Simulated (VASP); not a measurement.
# Sr4TmSi (P6/mmm) in VASP: further runs, part 2 of 2

VASP 6.6.1. The steps go on from the part before.

## (3) Single point, PBE

This run uses another cell than the first one, of 35.30 Å³/atom.

Contents of INCAR:

```
SYSTEM = Sr4TmSi
  ALGO = Normal
  EDIFF = 1E-6
  ENCUT = 500
  GGA = PE
  GGA_COMPAT = .False.
  ISIF = 2
  ISMEAR = 0
  LASPH = .True.
  LCHARG = .True.
  LELF = .True.
  LMAXMIX = 6
  LREAL = .False.
  LVHAR = .True.
  LWAVE = .False.
  NBANDS = 36
  NELM = 200
  PREC = Accurate
  SIGMA = 0.2
```

Contents of KPOINTS:

```
k-points
0
Gamma
  4 4 2
  0 0 0
```

Contents of POSCAR:

```
Sr4TmSi
1.0
    5.9158142592      0.0000000034      0.0000000000
   -2.9579071325      5.1232454308      0.0000000000
    0.0000000000      0.0000000000      6.9877309181
Sr Tm Si
4 1 1
Direct
    0.3333333333      0.6666666667      0.2455828738
    0.3333333333      0.6666666667      0.7544171262
    0.6666666667      0.3333333333      0.7544171262
    0.6666666667      0.3333333333      0.2455828738
    0.0000000000      0.0000000000      0.5000000000
    0.0000000000      0.0000000000      0.0000000000
```

Potentials or basis: VASP PAW PBE potentials, release 64 (Sr_sv, Tm_3, Si), 4f in core.

Launch:

```
cat potpaw_PBE.64/Sr_sv/POTCAR potpaw_PBE.64/Tm_3/POTCAR potpaw_PBE.64/Si/POTCAR > POTCAR
mpirun -np 1 vasp_std > vasp.out
```

OUTCAR:

```text
SYSTEM = Sr4TmSi
   EDIFF = 1E-6
   ENCUT = 500
   GGA = PE
   ISIF = 2
   ISMEAR = 0
   LASPH = .True.
   LREAL = .False.
   NELM = 200
   PREC = Accurate

 ion  position               nearest neighbor table
   1  0.333  0.667  0.246-   4 3.42   4 3.42   4 3.42   2 3.43   2 3.56   6 3.82   6 3.82   6 3.82
                             5 3.85   5 3.85   5 3.85   3 4.84   3 4.84   3 4.84   3 4.93   3 4.93
   2  0.333  0.667  0.754-   3 3.42   3 3.42   3 3.42   1 3.43   1 3.56   6 3.82   6 3.82   6 3.82
                             5 3.85   5 3.85   5 3.85   4 4.84   4 4.84   4 4.84   4 4.93   4 4.93
   3  0.667  0.333  0.754-   2 3.42   2 3.42   2 3.42   4 3.43   4 3.56   6 3.82   6 3.82   6 3.82
                             5 3.85   5 3.85   5 3.85   1 4.84   1 4.84   1 4.84   1 4.93   1 4.93
   4  0.667  0.333  0.246-   1 3.42   1 3.42   1 3.42   3 3.43   3 3.56   6 3.82   6 3.82   6 3.82
                             5 3.85   5 3.85   5 3.85   2 4.84   2 4.84   2 4.84   2 4.93   2 4.93
   5  0.000  0.000  0.500-   1 3.85   2 3.85   3 3.85   4 3.85   1 3.85   2 3.85   3 3.85   4 3.85
                             3 3.85   4 3.85   1 3.85   2 3.85
   6  0.000  0.000  0.000-   1 3.82   2 3.82   3 3.82   4 3.82   1 3.82   2 3.82   3 3.82   4 3.82
                             3 3.82   4 3.82   1 3.82   2 3.82

  LATTYP: Found a hexagonal cell.
 ALAT       =     5.9158142592
 C/A-ratio  =     1.1811951173
[... 182 lines left out ...]
      1     -33.1775      2.00000
      2     -33.1166      2.00000
      3     -33.0637      2.00000
      4     -33.0064      2.00000
      5     -23.2293      2.00000
      6     -23.1942      2.00000
[... 301 lines left out ...]
     35       5.2574      0.00000
     36       5.4953      0.00000

------------------------ aborting loop because EDIFF is reached ----------------------------------------

  FORCE on cell =-STRESS in cart. coord.  units (eV):
  Direction    XX          YY          ZZ          XY          YZ          ZX
  --------------------------------------------------------------------------------------
  -------------------------------------------------------------------------------------
  Total        0.8821084      0.8821084      0.4981218      0.0000000     -0.0000000      0.0000000
  in kB        6.6732389      6.6732389      3.7683414      0.0000000     -0.0000000      0.0000000
  external PRESSURE =       5.7049397 kB  Pullay stress =       0.0000000 kB

 VOLUME and BASIS-vectors are now :
 -----------------------------------------------------------------------------
  energy-cutoff  :      500.00
  volume of cell :      211.79
      direct lattice vectors                 reciprocal lattice vectors
     5.915814259  0.000000003  0.000000000     0.169038438  0.097594388  0.000000000
    -2.957907132  5.123245431  0.000000000    -0.000000000  0.195188775  0.000000000
     0.000000000  0.000000000  6.987730918     0.000000000  0.000000000  0.143107972

 POSITION                                       TOTAL-FORCE (eV/Angst)
 -----------------------------------------------------------------------------------
     -0.00000      3.41550      1.71607         0.000000     -0.000000     -0.045067
     -0.00000      3.41550      5.27166         0.000000     -0.000000      0.045067
      2.95791      1.70775      5.27166        -0.000000      0.000000      0.045067
      2.95791      1.70775      1.71607        -0.000000      0.000000     -0.045067
      0.00000      0.00000      3.49387         0.000000     -0.000000      0.000000
      0.00000      0.00000      0.00000         0.000000     -0.000000      0.000000
 -----------------------------------------------------------------------------------
    total drift:                               -0.000000      0.000000     -0.000000

  FREE ENERGIE OF THE ION-ELECTRON SYSTEM (eV)
  ---------------------------------------------------
  free  energy   TOTEN  =       -14.9554787185 eV

  energy  without entropy=      -14.8395268560  energy(sigma->0) =      -14.89750279
```

OSZICAR:

```text
N       E                     dE             d eps       ncg     rms          rms(c)
DAV:   1     0.428672015398E+03    0.42867E+03   -0.22408E+04   584   0.125E+03
DAV:   2     0.300323914645E+02   -0.39864E+03   -0.38829E+03   648   0.369E+02
DAV:   3    -0.116723580552E+02   -0.41705E+02   -0.40856E+02   936   0.936E+01
DAV:   4    -0.150547939408E+02   -0.33824E+01   -0.33211E+01   920   0.222E+01
DAV:   5    -0.153281165898E+02   -0.27332E+00   -0.27261E+00   960   0.614E+00    0.320E+01
DAV:   6    -0.150035214580E+02    0.32460E+00   -0.88831E-01   808   0.353E+00    0.187E+01
DAV:   7    -0.149599449938E+02    0.43576E-01   -0.46333E-01   848   0.313E+00    0.146E+00
DAV:   8    -0.149546163081E+02    0.53287E-02   -0.77356E-02   856   0.111E+00    0.645E-01
DAV:   9    -0.149553775753E+02   -0.76127E-03   -0.56600E-03   872   0.292E-01    0.227E-01
DAV:  10    -0.149554702932E+02   -0.92718E-04   -0.68705E-04   776   0.127E-01    0.826E-02
DAV:  11    -0.149554796126E+02   -0.93194E-05   -0.10415E-04  1048   0.467E-02    0.232E-02
DAV:  12    -0.149554786518E+02    0.96084E-06   -0.12345E-05   680   0.120E-02    0.820E-03
DAV:  13    -0.149554787185E+02   -0.66751E-07   -0.22301E-06   576   0.682E-03
   1 F= -.14955479E+02 E0= -.14897503E+02  d E =-.115952E+00
```

stdout:

```text
POSCAR found type information on POSCAR SrTmSi
 POSCAR found :  3 types and       6 ions
 scaLAPACK will be used
 LDA part: xc-table for (Slater+PW92), standard interpolation
 POSCAR, INCAR and KPOINTS ok, starting setup
 FFT: planning ... GRIDC
 FFT: planning ... GRID_SOFT
 FFT: planning ... GRID
 WAVECAR not read
 entering main loop
```

It took 69 s on 1 thread of Intel Xeon Platinum 8488C (Sapphire Rapids), shared host; peak memory 0.35 GiB.

Results:

| Item | Value |
| --- | --- |
| Free energy | -14.9555 eV |
| Pressure | 0.6 GPa |
| Largest force | 0.045 eV/Å |
| Band gap on the k mesh | zero (an odd number of electrons rules out a gap without spin polarisation) |

Forces on the atoms (eV/Å):
```
Sr   0.000  0.000 -0.045
Sr   0.000  0.000  0.045
Sr   0.000  0.000  0.045
Sr   0.000  0.000 -0.045
Tm   0.000  0.000  0.000
Si   0.000  0.000  0.000
```

Caveat: the k points lie up to 0.45 Å⁻¹ apart, too coarse for converged energies and pressures of a metal; spin-orbit coupling is left out, which moves the levels of the heavy elements; the 4f electrons are frozen in the core, so they carry no moment and show no levels. Spin polarisation is off, so any magnetic state and its effect on volume and gap are missing.
